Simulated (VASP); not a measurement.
# Nb3WC4 (P6/mmm) in VASP: further runs

Runs on Nb3WC4. Level: PBE. Tasks: single point.

Everything below comes from runs of VASP 6.6.1. Logs are shortened: lines on timing, memory, paths and dates and some standing lists are left out, and cuts for length are marked.

**1. The cell of the first run**

It takes space group P6/mmm (No. 191, hexagonal). The conventional cell has a = 4.702 Å, b = 4.702 Å, c = 5.646 Å, α = 90.00°, β = 90.00°, γ = 120.00°. Nb (site symmetry -6m2) has 2 C at 2.17 Å and 6 Nb at 2.71 Å within 2.9 Å. Nb (site symmetry 6/mmm) has 6 Nb at 2.71 Å and 2 W at 2.82 Å and 12 C at 3.48 Å within 3.6 Å. Within 3.7 Å of W (site symmetry 6/mmm) lie 12 C at 2.79 Å and 2 Nb at 2.82 Å. Within 1.7 Å of C (site symmetry 3m) lie 1 C at 1.31 Å.

The cell was built from a structure type or drawn by symmetry, and may not be a known phase.

**2. Single point, PBE**

Contents of INCAR:

```
SYSTEM = Nb3WC4
PREC = Accurate
ENCUT = 600
EDIFF = 1E-6
ISMEAR = 0
SIGMA = 0.2
LREAL = .False.
LASPH = .True.
NELM = 120
ALGO = Normal
ISIF = 2
LWAVE = .False.
LCHARG = .True.
GGA = PE
LELF = .True.
LVHAR = .True.
NBANDS = 44
GGA_COMPAT = .False.
```

Contents of KPOINTS:

```
Automatic mesh
0
Gamma
  4 4 3
  0 0 0
```

Contents of POSCAR:

```
Nb3WC4
1.0
    4.7015432087      0.0000000000      0.0000000000
   -2.3507716043      4.0716558557      0.0000000000
    0.0000000000      0.0000000000      5.6463308441
Nb W C
3 1 4
Direct
    0.3333333333      0.6666666667      0.5000000000
    0.6666666667      0.3333333333      0.5000000000
    0.0000000000      0.0000000000      0.5000000000
    0.0000000000      0.0000000000      0.0000000000
    0.3333333333      0.6666666667      0.8843202920
    0.6666666667      0.3333333333      0.8843202920
    0.6666666667      0.3333333333      0.1156797080
    0.3333333333      0.6666666667      0.1156797080
```

Potentials or basis: VASP PAW PBE potentials, release 64 (Nb_sv, W_sv, C).

Run with:

```console
cat potpaw_PBE.64/Nb_sv/POTCAR potpaw_PBE.64/W_sv/POTCAR potpaw_PBE.64/C/POTCAR > POTCAR
mpirun -np 1 vasp_std > vasp.out
```

OUTCAR:

```text
SYSTEM = Nb3WC4
   PREC = Accurate
   ENCUT = 600
   EDIFF = 1E-6
   ISMEAR = 0
   LREAL = .False.
   LASPH = .True.
   NELM = 120
   ISIF = 2
   GGA = PE

 ion  position               nearest neighbor table
   1  0.333  0.667  0.500-   5 2.17   8 2.17   3 2.71   2 2.71   2 2.71   3 2.71   3 2.71   2 2.71

   2  0.667  0.333  0.500-   6 2.17   7 2.17   3 2.71   1 2.71   1 2.71   3 2.71   3 2.71   1 2.71

   3  0.000  0.000  0.500-   1 2.71   2 2.71   1 2.71   2 2.71   2 2.71   1 2.71   4 2.82   4 2.82

   4  0.000  0.000  0.000-   3 2.82   3 2.82
   5  0.333  0.667  0.884-   8 1.31   1 2.17
   6  0.667  0.333  0.884-   7 1.31   2 2.17
   7  0.667  0.333  0.116-   6 1.31   2 2.17
   8  0.333  0.667  0.116-   5 1.31   1 2.17

  LATTYP: Found a hexagonal cell.
 ALAT       =     4.7015432087
 C/A-ratio  =     1.2009526646

  Lattice vectors:

 A1 = (   4.7015432087,   0.0000000000,   0.0000000000)
 A2 = (  -2.3507716043,   4.0716558557,   0.0000000000)
 A3 = (   0.0000000000,   0.0000000000,   5.6463308441)

Analysis of symmetry for initial positions (statically):
=====================================================================
 Subroutine PRICEL returns:
 Original cell was already a primitive cell.

 Routine SETGRP: Setting up the symmetry group for a
 hexagonal supercell.

 Subroutine GETGRP returns: Found 24 space group operations
 (whereof 24 operations were pure point group operations)
 out of a pool of 24 trial point group operations.

The static configuration has the point symmetry D_6h.

Analysis of symmetry for dynamics (positions and initial velocities):
=====================================================================
 Subroutine PRICEL returns:
 Original cell was already a primitive cell.

 Routine SETGRP: Setting up the symmetry group for a
 hexagonal supercell.

 Subroutine GETGRP returns: Found 24 space group operations
 (whereof 24 operations were pure point group operations)
 out of a pool of 24 trial point group operations.

The dynamic configuration has the point symmetry D_6h.

 Subroutine INISYM returns: Found 24 space group operations
 (whereof 24 operations are pure point group operations),
 and found     1 'primitive' translations

----------------------------------------------------------------------------------------

                                     Primitive cell

  volume of cell :     108.0881

  direct lattice vectors                    reciprocal lattice vectors
     4.701543209  0.000000000  0.000000000     0.212696120  0.122800162  0.000000000
    -2.350771604  4.071655856  0.000000000     0.000000000  0.245600325  0.000000000
     0.000000000  0.000000000  5.646330844     0.000000000  0.000000000  0.177106165

  length of vectors
     4.701543209  4.701543209  5.646330844     0.245600325  0.245600325  0.177106165

  position of ions in fractional coordinates (direct lattice)
     0.333333333  0.666666667  0.500000000
     0.666666667  0.333333333  0.500000000
     0.000000000  0.000000000  0.500000000
     0.000000000  0.000000000  0.000000000
     0.333333333  0.666666667  0.884320292
     0.666666667  0.333333333  0.884320292
     0.666666667  0.333333333  0.115679708
     0.333333333  0.666666667  0.115679708

  ion indices of the primitive-cell ions
   primitive index   ion index
                 1           1
                 2           2
                 3           3
                 4           4
                 5           5
                 6           6
                 7           7
                 8           8

----------------------------------------------------------------------------------------

 KPOINTS: Automatic mesh

Automatic generation of k-mesh.
 Grid dimensions read from file:
 generate k-points for:    4    4    3

 Generating k-lattice:

  Cartesian coordinates                     Fractional coordinates (reciprocal lattice)
     0.053174030  0.030700041  0.000000000     0.250000000 -0.000000000  0.000000000
     0.000000000  0.061400081  0.000000000     0.000000000  0.250000000  0.000000000
     0.000000000  0.000000000  0.059035388     0.000000000  0.000000000  0.333333333

  Length of vectors
     0.061400081  0.061400081  0.059035388

  Shift w.r.t. Gamma in fractional coordinates (k-lattice)
     0.000000000  0.000000000  0.000000000

 Subroutine IBZKPT returns following result:
 ===========================================

 Found      8 irreducible k-points:

 Following reciprocal coordinates:
            Coordinates               Weight
  0.000000  0.000000  0.000000      1.000000
  0.250000  0.000000  0.000000      6.000000
  0.500000  0.000000  0.000000      3.000000
  0.250000  0.250000  0.000000      6.000000
  0.000000  0.000000  0.333333      2.000000
  0.250000  0.000000  0.333333     12.000000
  0.500000  0.000000  0.333333      6.000000
  0.250000  0.250000  0.333333     12.000000
   k-points           NKPTS =      8   k-points in BZ     NKDIM =      8   number of bands    NBANDS=     44
   number of dos      NEDOS =    301   number of ions     NIONS =      8
   total plane-waves  NPLWV =  76800
   dimension x,y,z NGX =    40 NGY =   40 NGZ =   48
   dimension x,y,z NGXF=    80 NGYF=   80 NGZF=   96
   ions per type =               3   1   4
   NGX,Y,Z   is equivalent  to a cutoff of  14.14, 14.14, 14.13 a.u.
   NGXF,Y,Z  is equivalent  to a cutoff of  28.29, 28.29, 28.27 a.u.
 SYSTEM =  Nb3WC4
   PREC   = accura    normal or accurate (medium, high low for compatibility)
   ISTART =      0    job   : 0-new  1-cont  2-samecut
   ICHARG =      2    charge: 1-file 2-atom 10-const
   ISPIN  =      1    spin polarized calculation?
   LNONCOLLINEAR =      F non collinear calculations
   LSORBIT =      F    spin-orbit coupling
   LASPH  =      T    aspherical Exc in radial PAW
   ENCUT  =  600.0 eV  44.10 Ry    6.64 a.u.   9.39  9.39 11.28*2*pi/ulx,y,z
   NELM   =    120;   NELMIN=  2; NELMDL= -5     # of ELM steps
   EDIFF  = 0.1E-05   stopping-criterion for ELM
   LREAL  =      F    real-space projection
   EDIFFG = 0.1E-04   stopping-criterion for IOM
   NSW    =      0    number of steps for IOM
   IBRION =     -1    ionic relax: 0-MD 1-quasi-New 2-CG
   NFREE  =      0    steps in history (QN), initial steepest desc. (CG)
   ISIF   =      2    stress and relaxation
   ISYM   =      2    0-nonsym 1-usesym 2-fastsym
   POTIM  = 0.5000    time-step for ionic-motion
   TEBEG  =    0.0;   TEEND  =   0.0 temperature during run
   PSTRESS=    0.0 pullay stress
   NELECT =      69.0000    total number of electrons
   NUPDOWN=      -1.0000    fix difference up-down
   EMIN   =  10.00;   EMAX   =-10.00  energy-range for DOS
   EFERMI =   0.00;   METHOD = LEGACY
   ISMEAR =     0;   SIGMA  =   0.20  broadening in eV -4-tet -1-fermi 0-gaus
   EFERMI_NEDOS =   21; number of points for ismear=-14 and -15
   IALGO  =     38    algorithm
   IMIX   =      4    mixing-type and parameters
     AMIX     =   0.40;   BMIX     =  1.00
     AMIX_MAG =   1.60;   BMIX_MAG =  1.00
  volume/ion in A,a.u.               =      13.51        91.18
  Fermi-wavevector in a.u.,A,eV,Ry     =   1.409609  2.663774 27.034733  1.986997
  Thomas-Fermi vector in A             =   2.531647
   LORBIT       =      0    0 simple, 1 ext, 2 COOP (PROOUT), +10 PAW based schemes
   GGA     = PE    functional components
   LHFCALC =     F    Hartree Fock is set to
   AEXX    =    0.0000 exact exchange contribution
   IVDW    =     0    specifies the selected vdW correction
   LEPSILON=     F    determine dielectric tensor
   LRPA    =     F    only Hartree local field effects (RPA)
 non-spin polarized calculation
 Gauss-broadening in eV      SIGMA  =   0.20
  energy-cutoff  :      600.00
  volume of cell :      108.09
 maximum number of plane-waves:      3647
 NGX is ok and might be reduce to    40
   NGX = 19   NGY = 19   NGZ = 23

 number of electron      69.0000002 magnetization

 Free energy of the ion-electron system (eV)
  ---------------------------------------------------
  ext. energy  EPLUGINS =         0.00000000
  ---------------------------------------------------
  free energy    TOTEN  =       -69.35807718 eV

  energy without entropy =      -69.21257918  energy(sigma->0) =      -69.28532818

 E-fermi :   8.9209     XC(G=0): -12.0346

 val. band max:        8.9012874959   @ k =   0.2500   0.2500   0.3333
 cond. band min:       8.9416126446   @ k =   0.0000   0.0000   0.0000
 fundamental gap:      0.0403251487
 Fermi energy:         8.9209427858

 k-point     1 :       0.0000    0.0000    0.0000
  band No.  band energies     occupation
      1     -66.2850      2.00000
      2     -45.8378      2.00000
      3     -45.4357      2.00000
      4     -45.3751      2.00000
      5     -30.5592      2.00000
      6     -30.5592      2.00000
[... 36 lines left out ...]
     43      10.7747      0.00000
     44      12.4720      0.00000

 k-point     2 :       0.2500    0.0000    0.0000
  band No.  band energies     occupation
      1     -66.2850      2.00000
      2     -45.7698      2.00000
      3     -45.4731      2.00000
      4     -45.4104      2.00000
      5     -30.5608      2.00000
      6     -30.5596      2.00000
[... 36 lines left out ...]
     43      11.4049      0.00000
     44      11.6925      0.00000

 k-point     3 :       0.5000    0.0000    0.0000
  band No.  band energies     occupation
      1     -66.2849      2.00000
      2     -45.6448      2.00000
      3     -45.5683      2.00000
      4     -45.4448      2.00000
      5     -30.5624      2.00000
      6     -30.5600      2.00000
[... 36 lines left out ...]
     43      12.1391      0.00000
     44      13.1599      0.00000

 k-point     4 :       0.2500    0.2500    0.0000
  band No.  band energies     occupation
      1     -66.2850      2.00000
      2     -45.6648      2.00000
      3     -45.5210      2.00000
      4     -45.4722      2.00000
      5     -30.5618      2.00000
      6     -30.5606      2.00000
[... 36 lines left out ...]
     43      11.8045      0.00000
     44      11.8089      0.00000

 k-point     5 :       0.0000    0.0000    0.3333
  band No.  band energies     occupation
      1     -66.2850      2.00000
      2     -45.8380      2.00000
      3     -45.4359      2.00000
      4     -45.3751      2.00000
      5     -30.5591      2.00000
      6     -30.5591      2.00000
[... 36 lines left out ...]
     43      10.8549      0.00000
     44      11.0375      0.00000

 k-point     6 :       0.2500    0.0000    0.3333
  band No.  band energies     occupation
      1     -66.2850      2.00000
      2     -45.7700      2.00000
      3     -45.4733      2.00000
      4     -45.4104      2.00000
      5     -30.5607      2.00000
      6     -30.5595      2.00000
[... 36 lines left out ...]
     43      11.5034      0.00000
     44      11.7932      0.00000

 k-point     7 :       0.5000    0.0000    0.3333
  band No.  band energies     occupation
      1     -66.2850      2.00000
      2     -45.6452      2.00000
      3     -45.5683      2.00000
      4     -45.4448      2.00000
      5     -30.5623      2.00000
      6     -30.5599      2.00000
[... 36 lines left out ...]
     43      11.8955      0.00000
     44      12.1080      0.00000

 k-point     8 :       0.2500    0.2500    0.3333
  band No.  band energies     occupation
      1     -66.2849      2.00000
      2     -45.6650      2.00000
      3     -45.5211      2.00000
      4     -45.4722      2.00000
      5     -30.5617      2.00000
      6     -30.5605      2.00000
[... 36 lines left out ...]
     43      11.6327      0.00000
     44      11.8175      0.00000

------------------------ aborting loop because EDIFF is reached ----------------------------------------

  FORCE on cell =-STRESS in cart. coord.  units (eV):
  Direction    XX          YY          ZZ          XY          YZ          ZX
  --------------------------------------------------------------------------------------
  -------------------------------------------------------------------------------------
  Total       -0.0846752     -0.0846752     -0.1288296     -0.0000000      0.0000000     -0.0000000
  in kB       -1.2551315     -1.2551315     -1.9096268     -0.0000000      0.0000000     -0.0000000
  external PRESSURE =      -1.4732966 kB  Pullay stress =       0.0000000 kB

 VOLUME and BASIS-vectors are now :
 -----------------------------------------------------------------------------
  energy-cutoff  :      600.00
  volume of cell :      108.09
      direct lattice vectors                 reciprocal lattice vectors
     4.701543209  0.000000000  0.000000000     0.212696120  0.122800162  0.000000000
    -2.350771604  4.071655856  0.000000000     0.000000000  0.245600325  0.000000000
     0.000000000  0.000000000  5.646330844     0.000000000  0.000000000  0.177106165

 POSITION                                       TOTAL-FORCE (eV/Angst)
 -----------------------------------------------------------------------------------
     -0.00000      2.71444      2.82317         0.000000      0.000000      0.000000
      2.35077      1.35722      2.82317         0.000000      0.000000      0.000000
      0.00000      0.00000      2.82317         0.000000      0.000000      0.000000
      0.00000      0.00000      0.00000         0.000000      0.000000      0.000000
     -0.00000      2.71444      4.99316        -0.000000     -0.000000     -0.067066
      2.35077      1.35722      4.99316        -0.000000      0.000000     -0.067066
      2.35077      1.35722      0.65317        -0.000000      0.000000      0.067066
     -0.00000      2.71444      0.65317         0.000000     -0.000000      0.067066
 -----------------------------------------------------------------------------------
    total drift:                                0.000000     -0.000000      0.000000

  FREE ENERGIE OF THE ION-ELECTRON SYSTEM (eV)
  ---------------------------------------------------
  free  energy   TOTEN  =       -69.3580771839 eV

  energy  without entropy=      -69.2125791790  energy(sigma->0) =      -69.28532818
```

It took 2.2 min on 1 thread of AMD EPYC 7R13, shared host; peak memory 0.25 GiB.

Results:

```yaml
Free_energy: -69.3581 eV
Pressure: -0.1 GPa
Largest_force: 0.067 eV/Å
Band_gap_on_the_k_mesh: zero (an odd number of electrons rules out a gap without spin polarisation)
```

Forces in eV/Å, atoms in the order of the input:
```
Nb   0.000  0.000  0.000
Nb   0.000  0.000  0.000
Nb   0.000  0.000  0.000
W    0.000  0.000  0.000
C    0.000  0.000 -0.067
C    0.000  0.000 -0.067
C    0.000  0.000  0.067
C    0.000  0.000  0.067
```

Caveat: the k points lie up to 0.39 Å⁻¹ apart, too coarse for converged energies and pressures of a metal; spin-orbit coupling is left out, which moves the levels of the heavy elements.

**3. Single point, PBE**

This run uses another cell than the first one, of 12.33 Å³/atom.

Contents of INCAR:

```
SYSTEM = Nb3WC4
  PREC = Accurate
  ENCUT = 600
  EDIFF = 1E-6
  ISMEAR = 0
  SIGMA = 0.2
  LREAL = .FALSE.
  LASPH = .TRUE.
  NELM = 120
  ALGO = Normal
  ISIF = 2
  LWAVE = .FALSE.
  LCHARG = .FALSE.
  GGA = PE
  NBANDS = 44
  GGA_COMPAT = .FALSE.
```

Contents of KPOINTS:

```
Automatic mesh
0
G
  3 3 4
  0 0 0
```

Contents of POSCAR:

```
Nb3WC4
1.0
    5.1438010221     -0.0000000023      0.0000000000
   -2.5719005090      4.4546623583      0.0000000000
    0.0000000000      0.0000000000      4.3051940817
Nb W C
3 1 4
Direct
    0.5000000000      0.0000000000      0.5000000000
    0.0000000000      0.5000000000      0.5000000000
    0.5000000000      0.5000000000      0.5000000000
    0.0000000000      0.0000000000      0.0000000000
    0.0000000000      0.0000000000      0.5000000000
    0.5000000000      0.0000000000      0.0000000000
    0.0000000000      0.5000000000      0.0000000000
    0.5000000000      0.5000000000      0.0000000000
```

Potentials or basis: VASP PAW PBE potentials, release 64 (Nb_sv, W_sv, C).

Run with:

```console
cat potpaw_PBE.64/Nb_sv/POTCAR potpaw_PBE.64/W_sv/POTCAR potpaw_PBE.64/C/POTCAR > POTCAR
mpirun -np 1 vasp_std > vasp.out
```

Run time: 2.9 min. Hardware: 1 thread of AMD EPYC 7R13, shared host; peak memory 0.23 GiB.

It converged, with:

```yaml
Free_energy: -70.0724 eV
Pressure: -0.2 GPa
Band_gap_on_the_k_mesh: zero (an odd number of electrons rules out a gap without spin polarisation)
```

Stress tensor (GPa, compression positive):
```
-0.42  0.00  0.00
 0.00 -0.42  0.00
 0.00  0.00  0.15
```

Levels at points of the mesh, in eV from the Fermi level:
```csv
k point,band 32,band 33,band 34,band 35,band 36,band 37
"(0.00, 0.00, 0.00)",-1.52,-0.96,-0.73,0.02,0.02,0.15
"(0.00, 0.00, 0.50)",-2.87,0.07,0.29,0.29,0.98,1.31
```

Caveat: the k points lie up to 0.47 Å⁻¹ apart, too coarse for converged energies and pressures of a metal; spin-orbit coupling is left out, which moves the levels of the heavy elements.
